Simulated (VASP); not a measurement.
# BaTiO3 (P4mm) in VASP: single point with r2SCAN

Aim: the single point of BaTiO3 with r2SCAN.

Everything below comes from runs of VASP 6.6.1. Logs are shortened: lines on timing, memory, paths and dates and some standing lists are left out, and cuts for length are marked.

### 1 The cell of the first run

It takes space group P4mm (No. 99, tetragonal). The conventional cell has a = 3.986 Å, b = 3.986 Å, c = 4.009 Å, α = 90.00°, β = 90.00°, γ = 90.00°. Ba (site symmetry 4mm) has 12 O at 2.79 to 2.86 Å and 8 Ti at 3.45 to 3.46 Å within 3.7 Å. Ti (site symmetry 4mm) has 6 O at 1.93 to 2.07 Å within 2.6 Å. O (site symmetry 4mm) has 2 Ti at 1.93 to 2.07 Å within 2.6 Å. O (site symmetry 2mm) has 2 Ti at 1.99 Å within 2.6 Å.

### 2 Single point, r2SCAN

POSCAR

```
BaTiO3
1.0
    3.9857082000      0.0000000000      0.0000000000
    0.0000000000      3.9857082000      0.0000000000
    0.0000000000      0.0000000000      4.0090315900
Ba Ti O
1 1 3
Direct
    0.0000000000      0.0000000000      0.0000000000
    0.5000000000      0.5000000000      0.5021000000
    0.5000000000      0.5000000000      0.9847000000
    0.5000000000      0.0000000000      0.5130000000
    0.0000000000      0.5000000000      0.5130000000
```

INCAR.step1

```
SYSTEM = BaTiO3
ALGO = Normal
EDIFF = 1E-4
ENCUT = 520
GGA = PE
ISMEAR = -1
LASPH = .True.
LCHARG = .False.
LREAL = .False.
LWAVE = .True.
NBANDS = 28
NELM = 60
PREC = Accurate
SIGMA = 0.1
```

INCAR.step2

```
SYSTEM = BaTiO3
ALGO = Normal
EDIFF = 1E-7
ENCUT = 520
ISIF = 2
ISMEAR = -1
ISTART = 1
LASPH = .True.
LCHARG = .False.
LMIXTAU = .True.
LREAL = .False.
LWAVE = .False.
METAGGA = R2SCAN
NBANDS = 28
NELM = 60
PREC = Accurate
SIGMA = 0.1
```

KPOINTS

```
k-points
0
Gamma
  7 7 6
  0 0 0
```

Potentials or basis: VASP PAW PBE potentials, release 64 (Ba_sv, Ti_sv, O).

Started as:

```bash
$ cat potpaw_PBE.64/Ba_sv/POTCAR potpaw_PBE.64/Ti_sv/POTCAR potpaw_PBE.64/O/POTCAR > POTCAR
$ cp INCAR.step1 INCAR
$ mpirun -np 1 vasp_std > vasp.out
$ cp INCAR.step2 INCAR
$ mpirun -np 1 vasp_std > vasp.out
```

OUTCAR:

```text
SYSTEM = BaTiO3
   EDIFF = 1E-7
   ENCUT = 520
   ISIF = 2
   ISMEAR = -1
   ISTART = 1
   LASPH = .True.
   LREAL = .False.
   METAGGA = R2SCAN
   NELM = 60
   PREC = Accurate

 ion  position               nearest neighbor table
   1  0.000  0.000  0.000-   4 2.79   5 2.79   5 2.79   4 2.79   3 2.82   3 2.82   3 2.82   3 2.82
                             4 2.86   5 2.86   5 2.86   4 2.86   2 3.45   2 3.45   2 3.45   2 3.45
   2  0.500  0.500  0.502-   3 1.93   4 1.99   5 1.99   4 1.99   5 1.99   3 2.07   1 3.45   1 3.45
                             1 3.45   1 3.45   1 3.46   1 3.46   1 3.46   1 3.46
   3  0.500  0.500  0.985-   2 1.93   2 2.07   1 2.82   1 2.82   1 2.82   1 2.82
   4  0.500  0.000  0.513-   2 1.99   2 1.99   1 2.79   1 2.79   1 2.86   1 2.86
   5  0.000  0.500  0.513-   2 1.99   2 1.99   1 2.79   1 2.79   1 2.86   1 2.86

  LATTYP: Found a simple tetragonal cell.
 ALAT       =     3.9857082000
 C/A-ratio  =     1.0058517555

  Lattice vectors:

 A1 = (   3.9857082000,   0.0000000000,   0.0000000000)
 A2 = (   0.0000000000,   3.9857082000,   0.0000000000)
 A3 = (   0.0000000000,   0.0000000000,   4.0090315900)

Analysis of symmetry for initial positions (statically):
=====================================================================
 Subroutine PRICEL returns:
 Original cell was already a primitive cell.

 Routine SETGRP: Setting up the symmetry group for a
 simple tetragonal supercell.

 Subroutine GETGRP returns: Found  8 space group operations
 (whereof  8 operations were pure point group operations)
 out of a pool of 16 trial point group operations.

The static configuration has the point symmetry C_4v.

Analysis of symmetry for dynamics (positions and initial velocities):
=====================================================================
 Subroutine PRICEL returns:
 Original cell was already a primitive cell.

 Routine SETGRP: Setting up the symmetry group for a
 simple tetragonal supercell.

 Subroutine GETGRP returns: Found  8 space group operations
 (whereof  8 operations were pure point group operations)
 out of a pool of 16 trial point group operations.

The dynamic configuration has the point symmetry C_4v.

 Subroutine INISYM returns: Found  8 space group operations
 (whereof  8 operations are pure point group operations),
 and found     1 'primitive' translations

----------------------------------------------------------------------------------------
[... 99 lines left out ...]
   EDIFF  = 0.1E-06   stopping-criterion for ELM
   LREAL  =      F    real-space projection
   EDIFFG = 0.1E-05   stopping-criterion for IOM
   NSW    =      0    number of steps for IOM
   IBRION =     -1    ionic relax: 0-MD 1-quasi-New 2-CG
   NFREE  =      0    steps in history (QN), initial steepest desc. (CG)
   ISIF   =      2    stress and relaxation
   ISYM   =      2    0-nonsym 1-usesym 2-fastsym
   POTIM  = 0.5000    time-step for ionic-motion
   TEBEG  =    0.0;   TEEND  =   0.0 temperature during run
   PSTRESS=    0.0 pullay stress
   NELECT =      40.0000    total number of electrons
   NUPDOWN=      -1.0000    fix difference up-down
   EMIN   =  10.00;   EMAX   =-10.00  energy-range for DOS
   EFERMI =   0.00;   METHOD = LEGACY
   ISMEAR =    -1;   SIGMA  =   0.10  broadening in eV -4-tet -1-fermi 0-gaus
   EFERMI_NEDOS =   21; number of points for ismear=-14 and -15
   IALGO  =     38    algorithm
   IMIX   =      4    mixing-type and parameters
     AMIX     =   0.40;   BMIX     =  1.00
     AMIX_MAG =   1.60;   BMIX_MAG =  1.00
  volume/ion in A,a.u.               =      12.74        85.96
  Fermi-wavevector in a.u.,A,eV,Ry     =   1.401989  2.649375 26.743254  1.965574
  Thomas-Fermi vector in A             =   2.524796
   LORBIT       =      0    0 simple, 1 ext, 2 COOP (PROOUT), +10 PAW based schemes
   METAGGA = R2SCAN    functional components
   LHFCALC =     F    Hartree Fock is set to
   AEXX    =    0.0000 exact exchange contribution
   IVDW    =     0    specifies the selected vdW correction
   LEPSILON=     F    determine dielectric tensor
   LRPA    =     F    only Hartree local field effects (RPA)
 non-spin polarized calculation
  energy-cutoff  :      520.00
  volume of cell :       63.69
 maximum number of plane-waves:      1743
 NGX is ok and might be reduce to    30
   NGX = 15   NGY = 15   NGZ = 15

 number of electron      39.9999980 magnetization

 Free energy of the ion-electron system (eV)
  ---------------------------------------------------
  ext. energy  EPLUGINS =         0.00000000
  ---------------------------------------------------
  free energy    TOTEN  =       -74.17316077 eV

  energy without entropy =      -74.17315490  energy(sigma->0) =      -74.17315783

 E-fermi :   4.7202     XC(G=0): -11.9555

 val. band max:        3.5571266370   @ k =   0.4286   0.4286   0.5000
 cond. band min:       5.7607940608   @ k =   0.0000   0.0000   0.0000
 fundamental gap:      2.2036674238
 Fermi energy:         4.7201553280

 k-point     1 :       0.0000    0.0000    0.0000
  band No.  band energies     occupation
      1     -55.2425      2.00000
      2     -30.4156      2.00000
      3     -30.4048      2.00000
      4     -30.4048      2.00000
      5     -21.8744      2.00000
      6     -14.2902      2.00000
[... 733 lines left out ...]
     27      12.5827      0.00000
     28      13.6559      0.00000

 [... further k-points ...]

------------------------ aborting loop because EDIFF is reached ----------------------------------------

  FORCE on cell =-STRESS in cart. coord.  units (eV):
  Direction    XX          YY          ZZ          XY          YZ          ZX
  --------------------------------------------------------------------------------------
  -------------------------------------------------------------------------------------
  Total        1.1091077      1.1091077      0.8109288      0.0000000      0.0000000      0.0000000
  in kB       27.9019040     27.9019040     20.4005943      0.0000000      0.0000000      0.0000000
  external PRESSURE =      25.4014674 kB  Pullay stress =       0.0000000 kB

 VOLUME and BASIS-vectors are now :
 -----------------------------------------------------------------------------
  energy-cutoff  :      520.00
  volume of cell :       63.69
      direct lattice vectors                 reciprocal lattice vectors
     3.985708200  0.000000000  0.000000000     0.250896440  0.000000000  0.000000000
     0.000000000  3.985708200  0.000000000     0.000000000  0.250896440  0.000000000
     0.000000000  0.000000000  4.009031590     0.000000000  0.000000000  0.249436797

 POSITION                                       TOTAL-FORCE (eV/Angst)
 -----------------------------------------------------------------------------------
      0.00000      0.00000      0.00000         0.000000     -0.000000      0.068640
      1.99285      1.99285      2.01293         0.000000      0.000000      0.396923
      1.99285      1.99285      3.94769         0.000000      0.000000      0.804380
      1.99285      0.00000      2.05663         0.000000     -0.000000     -0.634971
      0.00000      1.99285      2.05663         0.000000     -0.000000     -0.634971
 -----------------------------------------------------------------------------------
    total drift:                                0.000000      0.000000     -0.006775

  FREE ENERGIE OF THE ION-ELECTRON SYSTEM (eV)
  ---------------------------------------------------
  free  energy   TOTEN  =       -74.1731607665 eV

  energy  without entropy=      -74.1731548959  energy(sigma->0) =      -74.17315783
```

OSZICAR.step1:

```text
N       E                     dE             d eps       ncg     rms          rms(c)
DAV:   1     0.438431868422E+03    0.43843E+03   -0.20916E+04  2240   0.155E+03
DAV:   2    -0.360278044281E+01   -0.44203E+03   -0.42024E+03  2580   0.431E+02
DAV:   3    -0.485853746367E+02   -0.44983E+02   -0.44599E+02  3096   0.136E+02
DAV:   4    -0.508150900513E+02   -0.22297E+01   -0.22252E+01  3356   0.254E+01
DAV:   5    -0.508835568491E+02   -0.68467E-01   -0.68443E-01  3000   0.355E+00    0.231E+01
DAV:   6    -0.400921483269E+02    0.10791E+02   -0.57302E+01  3172   0.669E+01    0.981E+00
DAV:   7    -0.400501418701E+02    0.42006E-01   -0.97526E+00  2972   0.227E+01    0.669E+00
DAV:   8    -0.398857214366E+02    0.16442E+00   -0.68452E-01  2788   0.734E+00    0.333E+00
DAV:   9    -0.399269883928E+02   -0.41267E-01   -0.30241E-01  3144   0.451E+00    0.153E+00
DAV:  10    -0.399018505898E+02    0.25138E-01   -0.15281E-01  2516   0.414E+00    0.442E-01
DAV:  11    -0.398992772245E+02    0.25734E-02   -0.11810E-02  2992   0.748E-01    0.110E-01
DAV:  12    -0.398992670723E+02    0.10152E-04   -0.60984E-04  2664   0.180E-01
   1 F= -.39899267E+02 E0= -.39899250E+02  d E =-.332472E-04
```

It used 620 s of CPU time on 1 thread of AMD EPYC 7R13 Processor (Zen 3) (shared host).

What came out:

```
Free energy            : -74.1732 eV
Pressure               : 2.5 GPa
Largest force          : 0.804 eV/Å
Band gap on the k mesh : 2.20 eV, indirect (least direct gap 2.32 eV)
```

Forces on the atoms (eV/Å):
```
Ba   0.000  0.000  0.069
Ti   0.000  0.000  0.397
O    0.000  0.000  0.804
O    0.000  0.000 -0.635
O    0.000  0.000 -0.635
```

Stress tensor (GPa, compression positive):
```
2.79 0.00 0.00
0.00 2.79 0.00
0.00 0.00 2.04
```

Levels at points of the mesh, in eV from the valence-band top:
| k point | band 18 | band 19 | band 20 | band 21 | band 22 | band 23 |
| --- | --- | --- | --- | --- | --- | --- |
| (0.00, 0.00, 0.00) | -0.14 | -0.11 | -0.11 | 2.20 | 2.22 | 2.22 |
| (0.00, 0.00, 0.50) | -1.78 | -0.69 | -0.69 | 2.35 | 3.91 | 3.91 |

Caveat: the PAW data sets were made with another functional, which shifts forces and pressure a little; spin-orbit coupling is left out, which moves the levels of the heavy elements.
